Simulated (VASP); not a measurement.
A run of VASP 6.6.1:

Contents of POSCAR:

```
Ga4Bi3N
1.0
    6.0204203915      0.0000000000      0.0000000000
    0.0000000000      6.0204203915      0.0000000000
    0.0000000000      0.0000000000      6.0204203915
N Ga Bi
1 4 3
Direct
    0.0000000000      0.0000000000      0.0000000000
    0.8004632307      0.8004632307      0.8004632307
    0.1995367693      0.1995367693      0.8004632307
    0.1995367693      0.8004632307      0.1995367693
    0.8004632307      0.1995367693      0.1995367693
    0.5000000000      0.5000000000      0.0000000000
    0.5000000000      0.0000000000      0.5000000000
    0.0000000000      0.5000000000      0.5000000000
```

File INCAR.step1:

```
SYSTEM = Ga4Bi3N
PREC = Accurate ; ENCUT = 520
ISMEAR = -1 ; SIGMA = 0.02
LREAL = .FALSE. ; LASPH = .TRUE.
NELM = 60 ; NBANDS = 61
GGA = PE ; ALGO = Normal
EDIFF = 1E-4 ; LWAVE = .TRUE.
LCHARG = .FALSE.
```

File INCAR.step2:

```
SYSTEM = Ga4Bi3N
PREC = Accurate ; ENCUT = 520
EDIFF = 1E-7 ; ISMEAR = -1
SIGMA = 0.02 ; LREAL = .FALSE.
LASPH = .TRUE. ; NELM = 60
ALGO = Normal ; ISIF = 2
LWAVE = .FALSE. ; LCHARG = .TRUE.
METAGGA = R2SCAN ; LMIXTAU = .TRUE.
LELF = .TRUE. ; LVHAR = .TRUE.
NBANDS = 61 ; ISTART = 1
```

File KPOINTS:

```
regular mesh
0
G
  4 4 4
  0 0 0
```

Potentials or basis: VASP PAW PBE potentials, release 64 (N, Ga_d, Bi_d).

Run with:

```bash
$ cat potpaw_PBE.64/N/POTCAR potpaw_PBE.64/Ga_d/POTCAR potpaw_PBE.64/Bi_d/POTCAR > POTCAR
$ cp INCAR.step1 INCAR
$ mpirun -np 1 vasp_std > vasp.out
$ cp INCAR.step2 INCAR
$ mpirun -np 1 vasp_std > vasp.out
```

Hardware: 1 thread of Intel Xeon 8259CL, on a shared host.

How long does it take, and how much memory?

Wall time 16 min on 1 thread of Intel Xeon 8259CL (shared host), peak memory 0.43 GiB. Counts: k points 10.
